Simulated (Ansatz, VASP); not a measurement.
# Two plane-wave programs on TaN

```
Ta N
1.0
     3.14329    0.00000    0.00000
    -1.57164    2.72217    0.00000
     0.00000    0.00000    5.03237
Ta N
1 1
Cartesian
  0.0000 1.8148 4.0656
  1.5716 0.9074 3.2706
```

Alike in both runs: functional PBE; k mesh 12 × 12 × 8; occupations gaussian, width 0.02 eV; no spin polarisation.

Ansatz relaxed the structure, and its values are those at the end. VASP's run is a single point on that final structure, the one shown.

```csv
,VASP,Ansatz
version,VASP 6.6.1,Ansatz 0.2.0
potentials or method,"VASP PAW PBE potentials, release 64 (Ta_pv, N), cutoff 520 eV","scalar-relativistic, plane waves, PAW"
valence electrons in the cell,16,18
```

VASP gave:

```
gap on the k mesh at the Fermi level (eV) : 0.53
least direct gap on the mesh (eV)         : 0.63
pressure (GPa)                            : 0.4
rms of the force components (eV/Å)        : 0.043
```

Question: Estimate Ansatz's values.

Answer: gap on the k mesh at the Fermi level (eV): 0.52; least direct gap on the mesh (eV): 0.63; pressure (GPa): 0.0; rms of the force components (eV/Å): 0.001.

VASP's potentials hold 16 valence electrons a cell and Ansatz's 18, so a difference there can come from the potentials and not from the codes.

Spin-orbit coupling is off throughout.
